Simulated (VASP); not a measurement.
# As in VASP: a series of runs, part 2 of 2

VASP 6.6.1. Earlier steps stand in the parts before.

### Step 4. Single point, LDA

This run uses another cell than the first one, of 143.71 Å³/atom, 0.960 times its volume.

Input file INCAR:

```
PREC = Accurate
ENCUT = 400
EDIFF = 1E-6
ISMEAR = 0
SIGMA = 0.1
LREAL = False
LASPH = True
NELM = 120
ALGO = Normal
ISIF = 2
LWAVE = False
LCHARG = False
LDIPOL = True
IDIPOL = 3
DIPOL = 0.5 0.5 0.500
NBANDS = 12
GGA_COMPAT = False
NELMDL = -8
```

Input file KPOINTS:

```
regular mesh
0
Gamma
  6 6 1
```

Input file POSCAR:

```
As
1.0
    3.4427833217      0.0000000000      0.0000000000
   -1.7213916608      2.9815378163      0.0000000000
    0.0000000000      0.0000000000     28.0000000000
As
2
Direct
    0.3333333333      0.6666666667      0.5233750000
    0.6666666667      0.3333333333      0.4766250000
```

Potentials or basis: VASP PAW LDA potentials, release 64 (As).

Launch:

```console
$ cat potpaw_LDA.64/As/POTCAR > POTCAR
$ mpirun -np 1 vasp_std > vasp.out
```

OUTCAR:

```text
PREC = Accurate
   ENCUT = 400
   EDIFF = 1E-6
   ISMEAR = 0
   LREAL = False
   LASPH = True
   NELM = 120
   ISIF = 2
   NELMDL = -8

 ion  position               nearest neighbor table
   1  0.333  0.667  0.523-   2 2.38   2 2.38   2 2.38
   2  0.667  0.333  0.477-   1 2.38   1 2.38   1 2.38

  LATTYP: Found a hexagonal cell.
 ALAT       =     3.4427833217
 C/A-ratio  =     8.1329544684

  Lattice vectors:

 A1 = (   3.4427833217,   0.0000000000,   0.0000000000)
 A2 = (  -1.7213916608,   2.9815378163,   0.0000000000)
 A3 = (   0.0000000000,   0.0000000000,  28.0000000000)

Analysis of symmetry for initial positions (statically):
=====================================================================
 Subroutine PRICEL returns:
 Original cell was already a primitive cell.

 Routine SETGRP: Setting up the symmetry group for a
 hexagonal supercell.

 Subroutine GETGRP returns: Found 12 space group operations
 (whereof 12 operations were pure point group operations)
 out of a pool of 24 trial point group operations.

The static configuration has the point symmetry D_3d.

Analysis of symmetry for dynamics (positions and initial velocities):
[... 168 lines left out ...]
     12       1.8721      0.00000
[... 76 lines left out ...]
 k-point     7 :       0.3333    0.3333    0.0000
  band No.  band energies     occupation
      1     -14.6286      2.00000
      2     -14.6286      2.00000
      3      -9.4225      2.00000
      4      -6.2620      2.00000
      5      -6.2620      2.00000
      6      -2.2398      0.00000
      7       0.9172      0.00000
      8       0.9172      0.00000
      9       4.0437      0.00000
     10       5.2221      0.00000
     11       5.2221      0.00000
     12       5.8709      0.00000

------------------------ aborting loop because EDIFF is reached ----------------------------------------

 vacuum level on the upper side and lower side of the slab       (xc-potential included)        -0.007        -0.007

  FORCE on cell =-STRESS in cart. coord.  units (eV):
  Direction    XX          YY          ZZ          XY          YZ          ZX
  --------------------------------------------------------------------------------------
  -------------------------------------------------------------------------------------
  Total        2.0778038      2.0778038      2.0049000      0.0000000      0.0000000     -0.0000000
  in kB       11.5826270     11.5826270     11.1762281      0.0000000      0.0000000     -0.0000000
  external PRESSURE =      11.4471607 kB  Pullay stress =       0.0000000 kB

 VOLUME and BASIS-vectors are now :
 -----------------------------------------------------------------------------
  energy-cutoff  :      400.00
  volume of cell :      287.41
      direct lattice vectors                 reciprocal lattice vectors
     3.442783322  0.000000000  0.000000000     0.290462660  0.167698695  0.000000000
    -1.721391661  2.981537816  0.000000000     0.000000000  0.335397389  0.000000000
     0.000000000  0.000000000 28.000000000     0.000000000  0.000000000  0.035714286

 POSITION                                       TOTAL-FORCE (eV/Angst)
 -----------------------------------------------------------------------------------
     -0.00000      1.98769     14.65450         0.000000     -0.000000      1.538208
      1.72139      0.99385     13.34550        -0.000000      0.000000     -1.538208
 -----------------------------------------------------------------------------------
    total drift:                               -0.000000      0.000000      0.000000

  FREE ENERGIE OF THE ION-ELECTRON SYSTEM (eV)
  ---------------------------------------------------
  free  energy   TOTEN  =       -10.3284215256 eV

  energy  without entropy=      -10.3284215256  energy(sigma->0) =      -10.32842153

 vacuum level on the upper side and lower side of the slab         1.506         1.506
```

OSZICAR:

```text
N       E                     dE             d eps       ncg     rms          rms(c)
DAV:   1     0.612552347697E+02    0.61255E+02   -0.23199E+03   168   0.415E+02
DAV:   2    -0.472859474024E+01   -0.65984E+02   -0.57246E+02   268   0.890E+01
DAV:   3    -0.103657221824E+02   -0.56371E+01   -0.56205E+01   240   0.349E+01
[... 15 lines left out ...]
DAV:  19    -0.103284159556E+02   -0.94610E-05   -0.46551E-07   212   0.164E-03    0.558E-04
DAV:  20    -0.103284180629E+02   -0.21073E-05   -0.28751E-08   188   0.483E-04    0.318E-04
DAV:  21    -0.103284202618E+02   -0.21989E-05   -0.50464E-08   164   0.654E-04    0.195E-04
DAV:  22    -0.103284213400E+02   -0.10782E-05   -0.23901E-08   180   0.355E-04    0.824E-05
DAV:  23    -0.103284215256E+02   -0.18553E-06   -0.13183E-09   164   0.114E-04
   1 F= -.10328422E+02 E0= -.10328422E+02  d E =-.331515E-12
```

It took 19 s on 1 thread of Intel Xeon 6975P-C (Granite Rapids), shared host; peak memory 0.23 GiB.

What came out:

| Quantity | Value |
| --- | --- |
| Free energy | -10.3284 eV |
| Largest force | 1.538 eV/Å |
| Band gap on the k mesh | 1.62 eV, indirect (least direct gap 2.22 eV) |

Forces on the atoms (eV/Å):
```
As   0.000  0.000  1.538
As   0.000  0.000 -1.538
```

Levels at points of the mesh, in eV from the valence-band top:
```csv
k point,band 3,band 4,band 5,band 6,band 7,band 8
"(0.00, 0.00, 0.00)",-0.60,0.00,0.00,2.49,3.89,3.89
"(0.50, 0.00, 0.00)",-3.58,-2.22,-1.63,1.91,3.38,5.19
```

### Step 5. Single point, LDA

This run uses another cell than the first one, of 143.71 Å³/atom, 0.960 times its volume.

Input file INCAR:

```
SYSTEM = As
PREC = Accurate ; ENCUT = 400
EDIFF = 1E-6 ; ISMEAR = 0
SIGMA = 0.1 ; LREAL = .False.
LASPH = .True. ; NELM = 120
ALGO = Normal ; ISIF = 2
LWAVE = .False. ; LCHARG = .False.
LDIPOL = .True. ; IDIPOL = 3
DIPOL = 0.5 0.5 0.500 ; GGA = CA
NBANDS = 12 ; GGA_COMPAT = .False.
NELMDL = -8
```

Input file KPOINTS:

```
regular mesh
0
Gamma
  6 6 1
  0 0 0
```

POSCAR is that of step 4.

Launch:

```console
$ cat potpaw_LDA.64/As/POTCAR > POTCAR
$ mpirun -np 1 vasp_std > vasp.out
```

Wall time 18 s (1 thread of Intel Xeon 6975P-C (Granite Rapids), shared host); peak memory 0.23 GiB.

Results (log left out):

| Quantity | Value |
| --- | --- |
| Free energy | -10.3284 eV |
| Largest force | 1.538 eV/Å |
| Band gap on the k mesh | 1.62 eV, indirect (least direct gap 2.22 eV) |

Forces on the atoms (eV/Å):
```
As   0.000  0.000  1.538
As   0.000  0.000 -1.538
```

Levels at points of the mesh, in eV from the valence-band top:
```tsv
k point	band 1	band 2	band 3	band 4	band 5	band 6	band 7	band 8	band 9	band 10
(0.00, 0.00, 0.00)	-14.58	-7.14	-0.60	0.00	0.00	2.49	3.89	3.89	5.05	5.50
(0.50, 0.00, 0.00)	-11.70	-9.55	-3.58	-2.22	-1.63	1.91	3.38	5.19	6.35	8.83
```

### Step 6. Summary

| cell | k mesh | cutoff (eV) | smearing | gap on the mesh (eV) | largest force (eV/Å) |
| --- | --- | --- | --- | --- | --- |
| a = 3.514, b = 3.514, c = 28.000 Å, angles 90.0, 90.0, 120.0°, 2 atoms | 9 × 9 × 1 | 520 | gaussian 0.02 eV | 1.43 | 0.13 |
| a = 3.521, b = 3.521, c = 28.000 Å, angles 90.0, 90.0, 120.0°, 2 atoms | 9 × 9 × 1 | 520 | gaussian 0.02 eV | 1.47 | 0.17 |
| a = 3.443, b = 3.443, c = 28.000 Å, angles 90.0, 90.0, 120.0°, 2 atoms | 6 × 6 × 1 | 400 | gaussian 0.1 eV | 1.62 | 1.54 |

Alike in all rows: task single point; level LDA; potentials or basis VASP PAW LDA potentials, release 64 (As); no spin polarisation.

Total energies depend on the potentials used, so only differences within one code and one set of settings carry meaning.
